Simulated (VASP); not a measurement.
# Ru (a cell with a defect) in VASP: single point with PBE

Aim: the single point of Ru (a cell with a defect) with PBE.

Everything below comes from runs of VASP 6.6.1. Logs are shortened: lines on timing, memory, paths and dates and some standing lists are left out, and cuts for length are marked.

## Step 1: The cell of the first run

The cell holds a defect, 15 atoms: a = 5.483 Å, b = 5.483 Å, c = 8.709 Å, α = 90.00°, β = 90.00°, γ = 120.00°.

## Step 2: Single point, PBE

INCAR

```
ALGO = Normal
EDIFF = 1E-6
ENCUT = 400
GGA = PE
GGA_COMPAT = False
ISIF = 2
ISMEAR = -1
LASPH = True
LCHARG = True
LELF = True
LREAL = False
LVHAR = True
LWAVE = False
NBANDS = 118
NELM = 120
PREC = Accurate
SIGMA = 0.5
```

KPOINTS

```
k-points
0
Gamma
  4 4 2
```

POSCAR

```
Ru
1.0
    5.4830553700      0.0000000600      0.0000000000
   -2.7415277300      4.7484652100      0.0000000000
    0.0000000000      0.0000000000      8.7086425000
Ru
15
Direct
    0.1709934178      0.3278545637      0.1366939796
    0.2473604164      0.2470775152      0.4980089606
    0.3278139364      0.1704378035      0.8593401325
    0.1666404080      0.8430593493      0.1174878863
    0.3252816722      0.7006489115      0.3657460965
    0.1737791168      0.7960070933      0.6303093737
    0.3328792483      0.6559639467      0.8788825583
    0.6562001884      0.3326466323      0.1170245535
    0.7967287092      0.1738252079      0.3656211631
    0.7003024496      0.3248481119      0.6301923635
    0.8435042918      0.1665234796      0.8783852363
    0.6645520593      0.8351043516      0.1222103215
    0.8274452613      0.6719874337      0.3739995068
    0.6724454293      0.8275471728      0.6219333266
    0.8350707880      0.6641345804      0.8737106845
```

Potentials or basis: VASP PAW PBE potentials, release 64 (Ru_pv).

Command:

```console
$ cat potpaw_PBE.64/Ru_pv/POTCAR > POTCAR
$ mpirun -np 1 vasp_std > vasp.out
```

OUTCAR:

```text
EDIFF = 1E-6
   ENCUT = 400
   GGA = PE
   ISIF = 2
   ISMEAR = -1
   LASPH = True
   LREAL = False
   NELM = 120
   PREC = Accurate

 ion  position               nearest neighbor table
   1  0.171  0.328  0.137-   4 2.65   8 2.65   5 2.67   9 2.68   7 2.73  11 2.73  12 2.74  12 2.75
                             3 2.84   8 2.84   4 2.84   2 3.23
   2  0.247  0.247  0.498-   9 2.57   6 2.57  10 2.57   5 2.58  14 3.02  13 3.02  13 3.05  14 3.05
                             1 3.23   3 3.23
   3  0.328  0.170  0.859-  11 2.65   7 2.65  10 2.67   6 2.68   8 2.73   4 2.73  15 2.74  15 2.75
                             1 2.84   7 2.84  11 2.84   2 3.23
   4  0.167  0.843  0.117-   5 2.59  15 2.64   1 2.65   7 2.67   8 2.68  12 2.73   3 2.73  12 2.75
                            13 2.75   8 2.80   1 2.84
   5  0.325  0.701  0.366-   2 2.58   6 2.59   9 2.59   4 2.59  13 2.66  12 2.67   1 2.67  14 2.79
                            13 2.84   9 2.89
   6  0.174  0.796  0.630-   2 2.57   5 2.59   7 2.59  10 2.59  14 2.65  15 2.67   3 2.68  13 2.79
                            14 2.84  10 2.89
   7  0.333  0.656  0.879-   6 2.59  12 2.64   3 2.65   4 2.67  11 2.68  15 2.73   1 2.73  15 2.75
                            14 2.76  11 2.80   3 2.84
   8  0.656  0.333  0.117-   9 2.59  15 2.64   1 2.65  11 2.67   4 2.68   3 2.73  12 2.73  12 2.75
                            13 2.76   4 2.80   1 2.84
   9  0.797  0.174  0.366-   2 2.57   5 2.59   8 2.59  10 2.59  13 2.65  12 2.67   1 2.68  14 2.79
                            13 2.84   5 2.89
  10  0.700  0.325  0.630-   2 2.57   6 2.59   9 2.59  11 2.59  14 2.65  15 2.67   3 2.67  13 2.79
                            14 2.84   6 2.89
  11  0.844  0.167  0.878-  10 2.59  12 2.64   3 2.65   8 2.67   7 2.68  15 2.73   1 2.73  15 2.75
                            14 2.75   7 2.80   3 2.84
  12  0.665  0.835  0.122-   7 2.64  11 2.64   9 2.67   5 2.67  13 2.68  15 2.70   4 2.73   8 2.73
                             1 2.74   1 2.75   8 2.75   4 2.75
  13  0.827  0.672  0.374-  14 2.61   9 2.65   5 2.66  12 2.68   4 2.75   8 2.76   6 2.79  10 2.79
                             5 2.84   9 2.84   2 3.02   2 3.05
  14  0.672  0.828  0.622-  13 2.61   6 2.65  10 2.65  15 2.68  11 2.75   7 2.76   9 2.79   5 2.79
                            10 2.84   6 2.84   2 3.02   2 3.05
  15  0.835  0.664  0.874-   8 2.64   4 2.64   6 2.67  10 2.67  14 2.68  12 2.70   7 2.73  11 2.73
                             3 2.74   3 2.75  11 2.75   7 2.75

  LATTYP: Found a hexagonal cell.
 ALAT       =     5.4830553700
 C/A-ratio  =     1.5882827935

  Lattice vectors:

 A1 = (   5.4830553700,   0.0000000600,   0.0000000000)
 A2 = (  -2.7415277300,   4.7484652100,   0.0000000000)
 A3 = (   0.0000000000,   0.0000000000,   8.7086425000)

Analysis of symmetry for initial positions (statically):
=====================================================================
 Subroutine PRICEL returns:
 Original cell was already a primitive cell.

 Routine SETGRP: Setting up the symmetry group for a
 hexagonal supercell.

 Subroutine GETGRP returns: Found  1 space group operations
 (whereof  1 operations were pure point group operations)
 out of a pool of 24 trial point group operations.

The static configuration has the point symmetry C_1 .

Analysis of symmetry for dynamics (positions and initial velocities):
=====================================================================
 Subroutine PRICEL returns:
 Original cell was already a primitive cell.

 Routine SETGRP: Setting up the symmetry group for a
 hexagonal supercell.

 Subroutine GETGRP returns: Found  1 space group operations
 (whereof  1 operations were pure point group operations)
 out of a pool of 24 trial point group operations.

The dynamic configuration has the point symmetry C_1 .

 Subroutine INISYM returns: Found  1 space group operations
 (whereof  1 operations are pure point group operations),
 and found     1 'primitive' translations

----------------------------------------------------------------------------------------

                                     Primitive cell

  volume of cell :     226.7391

  direct lattice vectors                    reciprocal lattice vectors
     5.483055370  0.000000060  0.000000000     0.182380065  0.105297182  0.000000000
    -2.741527730  4.748465210  0.000000000    -0.000000002  0.210594360  0.000000000
     0.000000000  0.000000000  8.708642500     0.000000000  0.000000000  0.114828459

  length of vectors
     5.483055370  5.483055366  8.708642500     0.210594360  0.210594360  0.114828459

  position of ions in fractional coordinates (direct lattice)
     0.170993418  0.327854564  0.136693980
     0.247360416  0.247077515  0.498008961
     0.327813936  0.170437804  0.859340133
     0.166640408  0.843059349  0.117487886
     0.325281672  0.700648911  0.365746096
     0.173779117  0.796007093  0.630309374
     0.332879248  0.655963947  0.878882558
     0.656200188  0.332646632  0.117024554
     0.796728709  0.173825208  0.365621163
     0.700302450  0.324848112  0.630192364
     0.843504292  0.166523480  0.878385236
     0.664552059  0.835104352  0.122210321
     0.827445261  0.671987434  0.373999507
     0.672445429  0.827547173  0.621933327
     0.835070788  0.664134580  0.873710684

  ion indices of the primitive-cell ions
   primitive index   ion index
                 1           1
                 2           2
                 3           3
                 4           4
                 5           5
                 6           6
                 7           7
                 8           8
                 9           9
                10          10
                11          11
                12          12
                13          13
                14          14
                15          15

----------------------------------------------------------------------------------------

 KPOINTS: k-points

Automatic generation of k-mesh.
 Grid dimensions read from file:
 generate k-points for:    4    4    2

 Generating k-lattice:

  Cartesian coordinates                     Fractional coordinates (reciprocal lattice)
     0.045595016  0.026324295  0.000000000     0.250000000  0.000000000  0.000000000
    -0.000000001  0.052648590  0.000000000     0.000000000  0.250000000  0.000000000
     0.000000000  0.000000000  0.057414230     0.000000000  0.000000000  0.500000000

  Length of vectors
     0.052648590  0.052648590  0.057414230

  Shift w.r.t. Gamma in fractional coordinates (k-lattice)
     0.000000000  0.000000000  0.000000000

 Subroutine IBZKPT returns following result:
 ===========================================

 Found     20 irreducible k-points:

 Following reciprocal coordinates:
            Coordinates               Weight
  0.000000  0.000000  0.000000      1.000000
  0.250000  0.000000  0.000000      2.000000
  0.000000  0.250000  0.000000      2.000000
 -0.250000  0.250000  0.000000      2.000000
  0.500000  0.000000  0.000000      1.000000
  0.000000  0.500000  0.000000      1.000000
[... 12 lines left out ...]
 -0.250000  0.500000  0.500000      2.000000
  0.500000  0.250000  0.500000      2.000000
   k-points           NKPTS =     20   k-points in BZ     NKDIM =     20   number of bands    NBANDS=    118
   number of dos      NEDOS =    301   number of ions     NIONS =     15
   total plane-waves  NPLWV =  77760
   dimension x,y,z NGX =    36 NGY =   36 NGZ =   60
   dimension x,y,z NGXF=    72 NGYF=   72 NGZF=  120
   ions per type =              15
   NGX,Y,Z   is equivalent  to a cutoff of  10.92, 10.92, 11.45 a.u.
   NGXF,Y,Z  is equivalent  to a cutoff of  21.83, 21.83, 22.91 a.u.
 SYSTEM =  unknown system
   PREC   = accura    normal or accurate (medium, high low for compatibility)
   ISTART =      0    job   : 0-new  1-cont  2-samecut
   ICHARG =      2    charge: 1-file 2-atom 10-const
   ISPIN  =      1    spin polarized calculation?
   LNONCOLLINEAR =      F non collinear calculations
   LSORBIT =      F    spin-orbit coupling
   LASPH  =      T    aspherical Exc in radial PAW
   ENCUT  =  400.0 eV  29.40 Ry    5.42 a.u.   8.94  8.94 14.20*2*pi/ulx,y,z
   NELM   =    120;   NELMIN=  2; NELMDL= -5     # of ELM steps
   EDIFF  = 0.1E-05   stopping-criterion for ELM
   LREAL  =      F    real-space projection
   EDIFFG = 0.1E-04   stopping-criterion for IOM
   NSW    =      0    number of steps for IOM
   IBRION =     -1    ionic relax: 0-MD 1-quasi-New 2-CG
   NFREE  =      0    steps in history (QN), initial steepest desc. (CG)
   ISIF   =      2    stress and relaxation
   ISYM   =      2    0-nonsym 1-usesym 2-fastsym
   POTIM  = 0.5000    time-step for ionic-motion
   TEBEG  =    0.0;   TEEND  =   0.0 temperature during run
   PSTRESS=    0.0 pullay stress
   NELECT =     210.0000    total number of electrons
   NUPDOWN=      -1.0000    fix difference up-down
   EMIN   =  10.00;   EMAX   =-10.00  energy-range for DOS
   EFERMI =   0.00;   METHOD = LEGACY
   ISMEAR =    -1;   SIGMA  =   0.50  broadening in eV -4-tet -1-fermi 0-gaus
   EFERMI_NEDOS =   21; number of points for ismear=-14 and -15
   IALGO  =     38    algorithm
   IMIX   =      4    mixing-type and parameters
     AMIX     =   0.40;   BMIX     =  1.00
     AMIX_MAG =   1.60;   BMIX_MAG =  1.00
  volume/ion in A,a.u.               =      15.12       102.01
  Fermi-wavevector in a.u.,A,eV,Ry     =   1.595778  3.015583 34.647337  2.546507
  Thomas-Fermi vector in A             =   2.693644
   LORBIT       =      0    0 simple, 1 ext, 2 COOP (PROOUT), +10 PAW based schemes
   GGA     = PE    functional components
   LHFCALC =     F    Hartree Fock is set to
   AEXX    =    0.0000 exact exchange contribution
   IVDW    =     0    specifies the selected vdW correction
   LEPSILON=     F    determine dielectric tensor
   LRPA    =     F    only Hartree local field effects (RPA)
 non-spin polarized calculation
  energy-cutoff  :      400.00
  volume of cell :      226.74
 maximum number of plane-waves:      4145
   NGX = 17   NGY = 17   NGZ = 29

 number of electron     210.0000013 magnetization

 Free energy of the ion-electron system (eV)
  ---------------------------------------------------
  ext. energy  EPLUGINS =         0.00000000
  ---------------------------------------------------
  free energy    TOTEN  =      -140.82637105 eV

  energy without entropy =     -126.71414517  energy(sigma->0) =     -133.77025811

 E-fermi :  11.1266     XC(G=0): -13.3872

 val. band max:       11.1123907941   @ k =   0.0000   0.2500   0.0000
 cond. band min:      11.1283798458   @ k =   0.0000   0.2500   0.5000
 fundamental gap:      0.0159890517
 Fermi energy:        11.1265825117

 k-point     1 :       0.0000    0.0000    0.0000
  band No.  band energies     occupation
      1     -32.3419      2.00000
      2     -32.2761      2.00000
      3     -32.2448      2.00000
      4     -32.2433      2.00000
      5     -32.2259      2.00000
      6     -32.1934      2.00000
[... 109 lines left out ...]
    116      12.6364      0.09310
    117      12.6809      0.08550

 k-point     2 :       0.2500    0.0000    0.0000
  band No.  band energies     occupation
      1     -32.3040      2.00000
      2     -32.2303      2.00000
      3     -32.1993      2.00000
      4     -32.1854      2.00000
      5     -32.1613      2.00000
      6     -32.1423      2.00000
[... 2153 lines left out ...]
  band No.  band energies     occupation
      1     -32.2146      2.00000
      2     -32.1748      2.00000
      3     -32.1560      2.00000
      4     -32.1319      2.00000
      5     -32.1047      2.00000
      6     -32.0850      2.00000
[... 109 lines left out ...]
    116      11.9418      0.32754
    117      11.9727      0.31097
 [bands above 117 left out]

------------------------ aborting loop because EDIFF is reached ----------------------------------------

  FORCE on cell =-STRESS in cart. coord.  units (eV):
  Direction    XX          YY          ZZ          XY          YZ          ZX
  --------------------------------------------------------------------------------------
  -------------------------------------------------------------------------------------
  Total       -5.8517049     -7.6307625     -6.9560224     -1.5194572     -1.3584842      2.3368025
  in kB      -41.3491552    -53.9202826    -49.1524530    -10.7367464     -9.5992834     16.5122491
  external PRESSURE =     -48.1406302 kB  Pullay stress =       0.0000000 kB

 VOLUME and BASIS-vectors are now :
 -----------------------------------------------------------------------------
  energy-cutoff  :      400.00
  volume of cell :      226.74
      direct lattice vectors                 reciprocal lattice vectors
     5.483055370  0.000000060  0.000000000     0.182380065  0.105297182  0.000000000
    -2.741527730  4.748465210  0.000000000    -0.000000002  0.210594360  0.000000000
     0.000000000  0.000000000  8.708642500     0.000000000  0.000000000  0.114828459

 POSITION                                       TOTAL-FORCE (eV/Angst)
 -----------------------------------------------------------------------------------
      0.03874      1.55681      1.19042        -0.015762      0.009624     -0.047291
      0.67892      1.17324      4.33698         0.002300      0.013002     -0.003121
      1.33016      0.80932      7.48369         0.020122     -0.004225      0.043933
     -1.39757      4.00324      1.02316         0.001342      0.010293     -0.010414
     -0.13731      3.32701      3.18515         0.013736      0.001286      0.003910
     -1.22943      3.77981      5.48914        -0.017055     -0.000323     -0.000181
      0.02685      3.11482      7.65387         0.004068     -0.013180      0.007171
      2.68602      1.57956      1.01913        -0.012143     -0.004198     -0.005022
      3.89196      0.82540      3.18406         0.002131     -0.015313     -0.000651
      2.94922      1.54253      5.48812         0.004921      0.014529      0.000603
      4.16845      0.79073      7.64954         0.001818      0.004272      0.012151
      1.35431      3.96546      1.06429         0.001279     -0.007660      0.020391
      2.69466      3.19091      3.25703         0.021558     -0.013950     -0.002925
      1.41831      3.92958      5.41620        -0.023244      0.008097      0.002519
      2.75800      3.15362      7.60883        -0.005072     -0.002256     -0.021074
 -----------------------------------------------------------------------------------
    total drift:                                0.000135      0.000202      0.000830

  FREE ENERGIE OF THE ION-ELECTRON SYSTEM (eV)
  ---------------------------------------------------
  free  energy   TOTEN  =      -140.8263710549 eV

  energy  without entropy=     -126.7141451682  energy(sigma->0) =     -133.77025811
```

Wall time 36 min (1 thread of Intel Xeon 8259CL, shared host); peak memory 0.42 GiB.

What came out:

| Quantity | Value |
| --- | --- |
| Free energy | -140.8264 eV |
| Pressure | -4.8 GPa |
| Largest force | 0.051 eV/Å |
| Band gap on the k mesh | zero (bands 105 and 106 overlap by 0.97 eV) |

Forces in eV/Å, atoms in the order of the input:
```
Ru  -0.016  0.010 -0.047
Ru   0.002  0.013 -0.003
Ru   0.020 -0.004  0.044
Ru   0.001  0.010 -0.010
Ru   0.014  0.001  0.004
Ru  -0.017  0.000  0.000
Ru   0.004 -0.013  0.007
Ru  -0.012 -0.004 -0.005
Ru   0.002 -0.015 -0.001
Ru   0.005  0.015  0.001
Ru   0.002  0.004  0.012
Ru   0.001 -0.008  0.020
Ru   0.022 -0.014 -0.003
Ru  -0.023  0.008  0.003
Ru  -0.005 -0.002 -0.021
```

Caveat: the k points lie up to 0.36 Å⁻¹ apart, too coarse for converged energies and pressures of a metal; so wide a smearing shifts energies and pressures.
